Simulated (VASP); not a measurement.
A run of VASP 6.6.1 is set up as follows.

File INCAR:

```
ALGO = Normal
EDIFF = 1E-6
ENCUT = 520
GGA = PE
ISIF = 2
ISMEAR = -1
LASPH = T
LCHARG = F
LREAL = F
LWAVE = F
NBANDS = 11
NELM = 100
PREC = Accurate
SIGMA = 0.02
```

Contents of KPOINTS:

```
k-points
0
Gamma
  10 10 10
```

POSCAR

```
MgO
1.0
    0.0000000000      2.1547216021      2.1547216021
    2.1547216021      0.0000000000      2.1547216021
    2.1547216021      2.1547216021      0.0000000000
Mg O
1 1
Direct
    0.0000000000      0.0000000000      0.0000000000
    0.5000000000      0.5000000000      0.5000000000
```

Potentials or basis: VASP PAW PBE potentials, release 64 (Mg, O).

The run is started by

```bash
$ cat potpaw_PBE.64/Mg/POTCAR potpaw_PBE.64/O/POTCAR > POTCAR
$ mpirun -np 1 vasp_std > vasp.out
```

Question: Estimate the pressure.

Answer: -6.1 GPa.

Question: Estimate the band gap on the k mesh.

Answer: 4.09 eV, direct.

Caveat: the cell differs from its parent crystal (strain +2.5%).
